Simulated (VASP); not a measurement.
The system is TaW.

```
Ta W
1.0
     1.61413   -2.30703    0.00000
     1.61413    2.30703    0.00000
     0.00000    0.00000    4.52140
Ta W
1 1
Direct
  0.00000 0.00000 0.00000
  0.50000 0.50000 0.50000
```

| Quantity | Value |
| --- | --- |
| Program | VASP 6.6.1 |
| Task | relaxation of volume and atoms at fixed shape |
| Functional | LDA |
| Potentials or basis | VASP PAW LDA potentials, release 64 (Ta_pv, W_sv) |
| Cutoff | 600 eV |
| k mesh | 8 × 8 × 5 |
| Occupations | gaussian, width 0.05 eV |
| Spin | no spin polarisation |

At the start: pressure -8.9 GPa; volume 16.84 Å³/atom.

Where does the relaxation end?

Over 7 steps the energy falls by 16.5 meV/atom and the volume is 16.26 Å³/atom (-3.4 %); space group Cmmm (No. 65, to 0.1 Å) before and after.

Step by step:
```tsv
step	energy change (eV)	largest force (eV/Å)	pressure (GPa)	volume (Å³)
1	0.0000	0.0000	-8.91	33.67
2	0.2917	0.0000	35.37	29.31
3	-0.0329	0.0000	-0.37	32.57
4	-0.0330	0.0000	-0.11	32.53
5	-0.0330	0.0000	0.11	32.51
6	-0.0329	0.0000	-0.18	32.56
7	-0.0330	0.0000	-0.02	32.52
```

Final structure:
```yaml
crystal:
  lattice:
    - [1.59555, -2.28047, 0.00000]
    - [1.59555, 2.28047, 0.00000]
    - [0.00000, 0.00000, 4.46935]
  atoms:
    - { symbol: Ta, position: [0.00000, 0.00000, 0.00000] }
    - { symbol: W, position: [0.50000, 0.50000, 0.50000] }
```
